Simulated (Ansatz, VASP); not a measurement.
AlRu: VASP beside Ansatz

Contents of INCAR:

```
SYSTEM = AlRu
PREC = Accurate
ENCUT = 520
EDIFF = 1E-6
ISMEAR = 0
SIGMA = 0.1
LREAL = .False.
LASPH = .True.
NELM = 60
ALGO = Fast
ISIF = 2
LWAVE = .False.
LCHARG = .False.
GGA = PE
NBANDS = 16
```

KPOINTS

```
Automatic mesh
0
Gamma
  18 18 18
  0 0 0
```

The input POSCAR:

```
AlRu
1.0
    3.0041768555      0.0000000000      0.0000000000
    0.0000000000      3.0041768555      0.0000000000
    0.0000000000      0.0000000000      3.0041768555
Al Ru
1 1
Direct
    0.0000000000      0.0000000000      0.0000000000
    0.5000000000      0.5000000000      0.5000000000
```

Input for Ansatz:

```yaml
crystal:
  lattice:
    - [3.0041768555, 0.0, 0.0]
    - [0.0, 3.0041768555, 0.0]
    - [0.0, 0.0, 3.0041768555]
  atoms:
    - { symbol: Al, position: [0.0, 0.0, 0.0] }
    - { symbol: Ru, position: [0.5, 0.5, 0.5] }
basis:
  ecutwfc: 420
kpoints:
  mp_grid: { grid: [18, 18, 18] }
hamiltonian:
  xc: pbe
scf:
  occupations: { method: gaussian, width: 0.1 }
output:
  forces: true
  stress: true
  eigenvalues: true
```

Alike in both runs: task single point; functional PBE; k mesh 18 × 18 × 18; occupations gaussian, width 0.1 eV; no spin polarisation.

|  | VASP | Ansatz |
| --- | --- | --- |
| version | VASP 6.6.1 | Ansatz 0.2.0 |
| potentials or method | VASP PAW PBE potentials, release 64 (Al, Ru_pv), cutoff 520 eV | scalar-relativistic, plane waves, PAW |
| valence electrons in the cell | 17 | 19 |

|  | VASP | Ansatz | Ansatz less VASP |
| --- | --- | --- | --- |
| gap on the k mesh at the Fermi level (eV) | none | none | - |
| pressure (GPa) | -0.2 | -0.1 | +0.10 |

A gap of «none» marks a metal or a gap that the smearing closes. With one functional, cell and mesh, what is left measures potentials, basis and numerics. VASP's potentials hold 17 valence electrons a cell and Ansatz's 19, so a difference there can come from the potentials and not from the codes.
